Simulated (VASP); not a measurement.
# CdS (I-4m2) in VASP: settings compared

Aim: see how the results for CdS move with the level of theory and the settings. Levels: HSE06, r2SCAN. Tasks: single point.

Program: VASP 6.6.1. These are calculated values, not measurements. Logs are shortened: lines on timing, memory, paths and dates and some standing lists are left out, and cuts for length are marked.

### 1 The cell of the first run

The structure is tetragonal, space group I-4m2 (No. 119). The conventional cell has a = 4.263 Å, b = 4.263 Å, c = 5.878 Å, α = 90.00°, β = 90.00°, γ = 90.00°. Within 3.4 Å of Cd (site symmetry -4m2) lie 4 S at 2.59 Å. Within 3.4 Å of S (site symmetry -4m2) lie 4 Cd at 2.59 Å.

### 2 Single point, HSE06 (biaxial xy strain +2.6%)

Input file POSCAR:

```
CdS
1.0
    0.0000000000      3.0144587399      2.9392148400
    3.0144587399      0.0000000000      2.9392148400
    3.0144587399      3.0144587399      0.0000000000
Cd S
1 1
Direct
    0.0000000000      0.0000000000      0.0000000000
    0.2500000000      0.2500000000      0.2500000000
```

Input file INCAR.step1:

```
SYSTEM = CdS
PREC = Accurate ; ENCUT = 520
EDIFF = 1E-5 ; ISMEAR = 0
SIGMA = 0.01 ; LREAL = .FALSE.
LASPH = .TRUE. ; NELM = 100
ALGO = Normal ; ISIF = 2
LWAVE = .TRUE. ; LCHARG = .FALSE.
GGA = PE ; NBANDS = 16
```

Input file INCAR.step2:

```
SYSTEM = CdS
PREC = Accurate ; ENCUT = 520
EDIFF = 1E-7 ; ISMEAR = 0
SIGMA = 0.01 ; LREAL = .FALSE.
LASPH = .TRUE. ; NELM = 100
ALGO = Normal ; ISIF = 2
LWAVE = .FALSE. ; LCHARG = .FALSE.
GGA = PE ; LHFCALC = .TRUE.
HFSCREEN = 0.2079 ; PRECFOCK = Normal
ISTART = 1 ; NBANDS = 16
```

Input file KPOINTS:

```
Automatic mesh
0
G
  6 6 6
  0 0 0
```

Potentials or basis: VASP PAW PBE potentials, release 64 (Cd, S).

Started as:

```
$ cat potpaw_PBE.64/Cd/POTCAR potpaw_PBE.64/S/POTCAR > POTCAR
$ cp INCAR.step1 INCAR
$ mpirun -np 1 vasp_std > vasp.out
$ cp INCAR.step2 INCAR
$ mpirun -np 1 vasp_std > vasp.out
```

OUTCAR:

```text
SYSTEM = CdS
   PREC = Accurate
   ENCUT = 520
   EDIFF = 1E-7
   ISMEAR = 0
   LREAL = .FALSE.
   LASPH = .TRUE.
   NELM = 100
   ISIF = 2
   GGA = PE
   LHFCALC = .TRUE.
   HFSCREEN = 0.2079
   PRECFOCK = Normal
   ISTART = 1

 ion  position               nearest neighbor table
   1  0.000  0.000  0.000-   2 2.59   2 2.59   2 2.59   2 2.59
   2  0.250  0.250  0.250-   1 2.59   1 2.59   1 2.59   1 2.59

  LATTYP: Found a body centered tetragonal cell.
 ALAT       =     4.2630884332
 C/A-ratio  =     1.3789133799

  Lattice vectors:

 A1 = (   0.0000000000,  -3.0144587399,  -2.9392148400)
 A2 = (   0.0000000000,   3.0144587399,  -2.9392148400)
 A3 = (   3.0144587399,   0.0000000000,   2.9392148400)

Analysis of symmetry for initial positions (statically):
=====================================================================
 Subroutine PRICEL returns:
 Original cell was already a primitive cell.

 Routine SETGRP: Setting up the symmetry group for a
 body centered tetragonal supercell.

 Subroutine GETGRP returns: Found  8 space group operations
 (whereof  8 operations were pure point group operations)
 out of a pool of 16 trial point group operations.

The static configuration has the point symmetry D_2d.

Analysis of symmetry for dynamics (positions and initial velocities):
=====================================================================
 Subroutine PRICEL returns:
 Original cell was already a primitive cell.

 Routine SETGRP: Setting up the symmetry group for a
 body centered tetragonal supercell.

 Subroutine GETGRP returns: Found  8 space group operations
 (whereof  8 operations were pure point group operations)
 out of a pool of 16 trial point group operations.

The dynamic configuration has the point symmetry D_2d.

 Subroutine INISYM returns: Found  8 space group operations
 (whereof  8 operations are pure point group operations),
 and found     1 'primitive' translations

----------------------------------------------------------------------------------------

                                     Primitive cell

  volume of cell :      53.4171

  direct lattice vectors                    reciprocal lattice vectors
     0.000000000  3.014458740  2.939214840    -0.165867256  0.165867256  0.170113458
     3.014458740  0.000000000  2.939214840     0.165867256 -0.165867256  0.170113458
     3.014458740  3.014458740  0.000000000     0.165867256  0.165867256 -0.170113458

  length of vectors
     4.210219159  4.210219159  4.263088433     0.289762803  0.289762803  0.289762803

  position of ions in fractional coordinates (direct lattice)
     0.000000000  0.000000000  0.000000000
     0.250000000  0.250000000  0.250000000

  ion indices of the primitive-cell ions
   primitive index   ion index
                 1           1
                 2           2

----------------------------------------------------------------------------------------

 KPOINTS: Automatic mesh

Automatic generation of k-mesh.
 Grid dimensions read from file:
 generate k-points for:    6    6    6

 Generating k-lattice:

  Cartesian coordinates                     Fractional coordinates (reciprocal lattice)
    -0.027644543  0.027644543  0.028352243     0.166666667 -0.000000000  0.000000000
     0.027644543 -0.027644543  0.028352243    -0.000000000  0.166666667  0.000000000
     0.027644543  0.027644543 -0.028352243     0.000000000  0.000000000  0.166666667

  Length of vectors
     0.048293800  0.048293800  0.048293800

  Shift w.r.t. Gamma in fractional coordinates (k-lattice)
     0.000000000  0.000000000  0.000000000

 Subroutine IBZKPT returns following result:
 ===========================================

 Found     30 irreducible k-points:

 Following reciprocal coordinates:
            Coordinates               Weight
  0.000000  0.000000  0.000000      1.000000
  0.166667 -0.000000  0.000000      8.000000
  0.333333 -0.000000  0.000000      8.000000
  0.500000  0.000000  0.000000      4.000000
  0.166667  0.166667  0.000000      2.000000
  0.333333  0.166667  0.000000      8.000000
[... 16 lines left out ...]
  0.333333  0.000000  0.333333      4.000000
  0.500000  0.000000  0.333333     16.000000
 [... further k-points ...]
   k-points           NKPTS =     30   k-points in BZ     NKDIM =    216   number of bands    NBANDS=     16
   number of dos      NEDOS =    301   number of ions     NIONS =      2
   total plane-waves  NPLWV =  32768
   dimension x,y,z NGX =    32 NGY =   32 NGZ =   32
   dimension x,y,z NGXF=    64 NGYF=   64 NGZF=   64
   ions per type =               1   1
   NGX,Y,Z   is equivalent  to a cutoff of  12.64, 12.64, 12.48 a.u.
   NGXF,Y,Z  is equivalent  to a cutoff of  25.27, 25.27, 24.96 a.u.
 SYSTEM =  CdS
   PREC   = accura    normal or accurate (medium, high low for compatibility)
   ISTART =      1    job   : 0-new  1-cont  2-samecut
   ICHARG =      0    charge: 1-file 2-atom 10-const
   ISPIN  =      1    spin polarized calculation?
   LNONCOLLINEAR =      F non collinear calculations
   LSORBIT =      F    spin-orbit coupling
   LASPH  =      T    aspherical Exc in radial PAW
   ENCUT  =  520.0 eV  38.22 Ry    6.18 a.u.   7.83  7.83  7.93*2*pi/ulx,y,z
   NELM   =    100;   NELMIN=  2; NELMDL=  0     # of ELM steps
   EDIFF  = 0.1E-06   stopping-criterion for ELM
   LREAL  =      F    real-space projection
   EDIFFG = 0.1E-05   stopping-criterion for IOM
   NSW    =      0    number of steps for IOM
   IBRION =     -1    ionic relax: 0-MD 1-quasi-New 2-CG
   NFREE  =      0    steps in history (QN), initial steepest desc. (CG)
   ISIF   =      2    stress and relaxation
   ISYM   =      3    0-nonsym 1-usesym 2-fastsym
   POTIM  = 0.5000    time-step for ionic-motion
   TEBEG  =    0.0;   TEEND  =   0.0 temperature during run
   PSTRESS=    0.0 pullay stress
   NELECT =      18.0000    total number of electrons
   NUPDOWN=      -1.0000    fix difference up-down
   EMIN   =  10.00;   EMAX   =-10.00  energy-range for DOS
   EFERMI =   0.00;   METHOD = LEGACY
   ISMEAR =     0;   SIGMA  =   0.01  broadening in eV -4-tet -1-fermi 0-gaus
   EFERMI_NEDOS =   21; number of points for ismear=-14 and -15
   IALGO  =     38    algorithm
   IMIX   =      1    mixing-type and parameters
     AMIX     =   0.40;   BMIX     =  1.00
     AMIX_MAG =   1.60;   BMIX_MAG =  1.00
  volume/ion in A,a.u.               =      26.71       180.24
  Fermi-wavevector in a.u.,A,eV,Ry     =   1.139215  2.152804 17.657785  1.297811
  Thomas-Fermi vector in A             =   2.275919
   LORBIT       =      0    0 simple, 1 ext, 2 COOP (PROOUT), +10 PAW based schemes
   GGA     = PE    functional components
   LHFCALC =     T    Hartree Fock is set to
   PRECFOCK=normal    Normal, Fast or Accurate (Low or Medium for compatibility)
   ENCUT4O =  -1.0   cutoff for four orbital integrals eV
   NKREDX  =     1    reduce k-point grid by
   NKREDY  =     1    reduce k-point grid by
   NKREDZ  =     1    reduce k-point grid by
   AEXX    =    0.2500 exact exchange contribution
   HFSCREEN=    0.2079 screening length (either q_TF or 0.3 A-1)
   HFSCREENC=   0.2079 screening length for correlation (either q_TF or 0.3 A-1)
   ENCUTFOCK=  -1.0 apply spherical cutoff to Coloumb kernel
   IVDW    =     0    specifies the selected vdW correction
   LEPSILON=     F    determine dielectric tensor
   LRPA    =     F    only Hartree local field effects (RPA)
 non-spin polarized calculation
 Gauss-broadening in eV      SIGMA  =   0.01
  energy-cutoff  :      520.00
  volume of cell :       53.42
 maximum number of plane-waves:      1451
  NGX = 24; NGY = 24; NGZ = 24

 number of electron      17.9999994 magnetization

 Free energy of the ion-electron system (eV)
  ---------------------------------------------------
  ext. energy  EPLUGINS =         0.00000000
  ---------------------------------------------------
  free energy    TOTEN  =        -7.60385222 eV

  energy without entropy =       -7.60385222  energy(sigma->0) =       -7.60385222

 E-fermi :   0.1920     XC(G=0):  -7.3250

 val. band max:        0.1201879790   @ k =   0.0000   0.0000   0.0000
 cond. band min:       2.0511280208   @ k =   0.0000   0.0000   0.0000
 fundamental gap:      1.9309400418
 Fermi energy:         0.1920489075

 k-point     1 :       0.0000    0.0000    0.0000
  band No.  band energies     occupation
      1     -13.0385      2.00000
      2      -8.5753      2.00000
      3      -8.5753      2.00000
      4      -8.5627      2.00000
      5      -8.1856      2.00000
      6      -8.1805      2.00000
[... 8 lines left out ...]
     15      12.5388      0.00000
     16      12.8811      0.00000

 k-point     2 :       0.1667   -0.0000    0.0000
  band No.  band energies     occupation
      1     -12.9417      2.00000
      2      -8.5450      2.00000
      3      -8.5367      2.00000
      4      -8.4662      2.00000
      5      -8.1846      2.00000
      6      -8.1822      2.00000
[... 8 lines left out ...]
     15      11.9563      0.00000
     16      12.8666      0.00000

 k-point     3 :       0.3333   -0.0000    0.0000
  band No.  band energies     occupation
      1     -12.7497      2.00000
      2      -8.4958      2.00000
      3      -8.4848      2.00000
      4      -8.1763      2.00000
      5      -8.1681      2.00000
      6      -8.1238      2.00000
[... 8 lines left out ...]
     15      12.3181      0.00000
     16      12.3633      0.00000

 k-point     4 :       0.5000    0.0000    0.0000
  band No.  band energies     occupation
      1     -12.6555      2.00000
      2      -8.4787      2.00000
      3      -8.4659      2.00000
      4      -8.1615      2.00000
      5      -8.1507      2.00000
      6      -7.8319      2.00000
[... 8 lines left out ...]
     15      13.7549      0.00000
     16      13.9208      0.00000
[... 324 lines left out ...]
 k-point    22 :      -0.3333    0.5000    0.1667
  band No.  band energies     occupation
      1     -12.5357      2.00000
      2      -8.3676      2.00000
      3      -8.3599      2.00000
      4      -8.2518      2.00000
      5      -8.1461      2.00000
      6      -7.6314      2.00000
[... 8 lines left out ...]
     15      14.4440      0.00000
     16      14.5081      0.00000

 k-point    23 :       0.3333    0.0000    0.3333
  band No.  band energies     occupation
      1     -12.6621      2.00000
      2      -8.3805      2.00000
      3      -8.3624      2.00000
      4      -8.3408      2.00000
      5      -8.1365      2.00000
      6      -8.0519      2.00000
[... 8 lines left out ...]
     15      13.4697      0.00000
     16      16.4200      0.00000

 k-point    24 :       0.5000    0.0000    0.3333
  band No.  band energies     occupation
      1     -12.5714      2.00000
      2      -8.3872      2.00000
      3      -8.3355      2.00000
      4      -8.2803      2.00000
      5      -8.1360      2.00000
      6      -7.7806      2.00000
[... 8 lines left out ...]
     15      14.0348      0.00000
     16      14.8987      0.00000

 [... further k-points ...]
[... 5 lines left out ...]
  --------------------------------------------------------------------------------------
  -------------------------------------------------------------------------------------
  Total       -0.8246166     -0.8246166     -0.6357172      0.0000000      0.0000000      0.0000000
  in kB      -24.7333320    -24.7333320    -19.0675342      0.0000000      0.0000000      0.0000000
  external PRESSURE =     -22.8447327 kB  Pullay stress =       0.0000000 kB

 VOLUME and BASIS-vectors are now :
 -----------------------------------------------------------------------------
  energy-cutoff  :      520.00
  volume of cell :       53.42
      direct lattice vectors                 reciprocal lattice vectors
     0.000000000  3.014458740  2.939214840    -0.165867256  0.165867256  0.170113458
     3.014458740  0.000000000  2.939214840     0.165867256 -0.165867256  0.170113458
     3.014458740  3.014458740  0.000000000     0.165867256  0.165867256 -0.170113458

 POSITION                                       TOTAL-FORCE (eV/Angst)
 -----------------------------------------------------------------------------------
      0.00000      0.00000      0.00000         0.000000      0.000000     -0.000000
      1.50723      1.50723      1.46961        -0.000000     -0.000000      0.000000
 -----------------------------------------------------------------------------------
    total drift:                               -0.000001     -0.000001      0.000001

  FREE ENERGIE OF THE ION-ELECTRON SYSTEM (eV)
  ---------------------------------------------------
  free  energy   TOTEN  =        -7.6038522197 eV

  energy  without entropy=       -7.6038522197  energy(sigma->0) =       -7.60385222
```

Wall time 41 min (1 thread of Intel Xeon 6975P-C (Granite Rapids), shared host); peak memory 0.31 GiB.

Results:

| Quantity | Value |
| --- | --- |
| Free energy | -7.6039 eV |
| Pressure | -2.3 GPa |
| Band gap on the k mesh | 1.93 eV, direct |

Levels at points of the mesh, in eV from the valence-band top:
```
           k point  band 6  band 7  band 8  band 9  band 10  band 11  band 12  band 13
(0.00, 0.00, 0.00)   -8.30   -0.07   -0.07    0.00     1.93     7.65     7.65     7.65
(0.50, 0.00, 0.00)   -7.95   -4.28   -0.79   -0.69     3.92     7.98     8.18     8.39
(0.50, 0.50, 0.00)   -7.84   -3.82   -1.87   -1.87     4.45     5.16    10.30    11.71
(0.50, 0.00, 0.50)   -7.89   -3.97   -1.79   -1.74     4.53     5.38    10.06    11.62
```

Caveat: the cell differs from its parent crystal (biaxial xy strain +2.6%); the PAW data sets were made with another functional, which shifts forces and pressure a little.

### 3 Single point, r2SCAN (uniaxial x strain +5.6%)

Input file POSCAR:

```
CdS
1.0
    0.0000000000      2.9392148400      2.9392148400
    3.1049865570      0.0000000000      2.9392148400
    3.1049865570      2.9392148400      0.0000000000
Cd S
1 1
Direct
    0.0000000000      0.0000000000      0.0000000000
    0.2500000000      0.2500000000      0.2500000000
```

Input file INCAR.step1:

```
PREC = Accurate
ENCUT = 520
ISMEAR = 0
SIGMA = 0.01
LREAL = False
LASPH = True
NELM = 100
NBANDS = 16
GGA = PE
ALGO = Normal
EDIFF = 1E-4
LWAVE = True
LCHARG = False
```

Input file INCAR.step2:

```
PREC = Accurate
ENCUT = 520
EDIFF = 1E-6
ISMEAR = 0
SIGMA = 0.01
LREAL = False
LASPH = True
NELM = 100
ALGO = Normal
ISIF = 2
LWAVE = False
LCHARG = False
METAGGA = R2SCAN
LMIXTAU = True
NBANDS = 16
ISTART = 1
```

Input file KPOINTS:

```
Automatic mesh
0
Gamma
  8 8 8
```

Potentials or basis: VASP PAW PBE potentials, release 64 (Cd, S).

Started as:

```
$ cat potpaw_PBE.64/Cd/POTCAR potpaw_PBE.64/S/POTCAR > POTCAR
$ cp INCAR.step1 INCAR
$ mpirun -np 1 vasp_std > vasp.out
$ cp INCAR.step2 INCAR
$ mpirun -np 1 vasp_std > vasp.out
```

Run time: 2.1 min. Hardware: 1 thread of Intel Xeon Platinum 8259CL at 2.50GHz (Skylake/Cascade Lake), shared host; peak memory 0.21 GiB.

Results (log left out):

- Free energy: -29.6555 eV
- Pressure: -2.8 GPa
- Band gap on the k mesh: 1.34 eV, direct

Stress tensor (GPa, compression positive):
```
-3.67  0.00  0.00
 0.00 -2.35  0.00
 0.00  0.00 -2.35
```

Levels at points of the mesh, in eV from the valence-band top:
```tsv
k point	band 6	band 7	band 8	band 9	band 10	band 11	band 12	band 13
(0.00, 0.00, 0.00)	-7.37	-0.17	0.00	0.00	1.34	7.03	7.03	7.05
(0.50, 0.00, 0.00)	-7.05	-4.04	-0.82	-0.60	3.26	7.23	7.61	7.63
(0.50, 0.50, 0.00)	-6.96	-3.58	-1.81	-1.73	3.84	4.44	9.54	10.59
(0.00, 0.50, 0.50)	-7.06	-3.89	-1.57	-1.57	4.04	4.88	9.02	11.09
```

Caveat: the cell differs from its parent crystal (uniaxial x strain +5.6%); the PAW data sets were made with another functional, which shifts forces and pressure a little.

### 4 Single point, HSE06 (uniaxial x strain +5.6%)

POSCAR is that of step 3.

Input file INCAR.step1:

```
PREC = Accurate
ENCUT = 520
EDIFF = 1E-5
ISMEAR = 0
SIGMA = 0.01
LREAL = F
LASPH = T
NELM = 100
ALGO = Normal
ISIF = 2
LWAVE = T
GGA = PE
NBANDS = 16
```

Input file INCAR.step2:

```
PREC = Accurate
ENCUT = 520
EDIFF = 1E-6
ISMEAR = 0
SIGMA = 0.01
LREAL = F
LASPH = T
NELM = 100
ALGO = Normal
ISIF = 2
LWAVE = F
LCHARG = T
GGA = PE
LHFCALC = T
HFSCREEN = 0.2079
PRECFOCK = Normal
LELF = T
LVHAR = T
ISTART = 1
NBANDS = 16
```

Input file KPOINTS:

```
regular mesh
0
Gamma
  6 6 6
```

Started as:

```
$ cat potpaw_PBE.64/Cd/POTCAR potpaw_PBE.64/S/POTCAR > POTCAR
$ cp INCAR.step1 INCAR
$ mpirun -np 1 vasp_std > vasp.out
$ cp INCAR.step2 INCAR
$ mpirun -np 1 vasp_std > vasp.out
```

Wall time 76 min (1 thread of Intel Xeon Platinum 8259CL at 2.50GHz (Skylake/Cascade Lake), shared host); peak memory 0.32 GiB.

Results (log left out):

```
Free energy            : -7.5936 eV
Pressure               : -2.6 GPa
Band gap on the k mesh : 1.90 eV, direct
```

Stress tensor (GPa, compression positive):
```
-3.53  0.00  0.00
 0.00 -2.09  0.00
 0.00  0.00 -2.09
```

Levels at points of the mesh, in eV from the valence-band top:
| k point | band 6 | band 7 | band 8 | band 9 | band 10 | band 11 | band 12 | band 13 |
| --- | --- | --- | --- | --- | --- | --- | --- | --- |
| (0.00, 0.00, 0.00) | -8.31 | -0.17 | 0.00 | 0.00 | 1.90 | 7.65 | 7.65 | 7.65 |
| (0.50, 0.00, 0.00) | -7.96 | -4.26 | -0.86 | -0.63 | 3.88 | 7.88 | 8.29 | 8.37 |
| (0.50, 0.50, 0.00) | -7.85 | -3.80 | -1.90 | -1.81 | 4.45 | 5.14 | 10.27 | 11.31 |
| (0.00, 0.50, 0.50) | -7.95 | -4.11 | -1.64 | -1.64 | 4.63 | 5.59 | 9.76 | 11.80 |

Caveat: the cell differs from its parent crystal (uniaxial x strain +5.6%); the PAW data sets were made with another functional, which shifts forces and pressure a little.

### 5 The runs side by side

| level | cell | k mesh | grid for exact exchange (PRECFOCK) | screening parameter | gap on the mesh (eV) | pressure (GPa) |
| --- | --- | --- | --- | --- | --- | --- |
| HSE06 | a = 4.210, b = 4.210, c = 4.263 Å, angles 59.6, 59.6, 60.8°, 2 atoms | 6 × 6 × 6 | Normal | 0.2079 1/Å | 1.93 | -2.3 |
| r2SCAN | a = 4.157, b = 4.276, c = 4.276 Å, angles 58.2, 60.9, 60.9°, 2 atoms | 8 × 8 × 8 | - | - | 1.34 | -2.8 |
| HSE06 | a = 4.157, b = 4.276, c = 4.276 Å, angles 58.2, 60.9, 60.9°, 2 atoms | 6 × 6 × 6 | Normal | 0.2079 1/Å | 1.90 | -2.6 |

Alike in all rows: task single point; potentials or basis VASP PAW PBE potentials, release 64 (Cd, S); no spin polarisation; cutoff (eV) 520; smearing gaussian 0.01 eV.

Caveats: the PAW data sets were made with another functional, which shifts forces and pressure a little.

Total energies depend on the potentials used, so only differences within one code and one set of settings carry meaning.
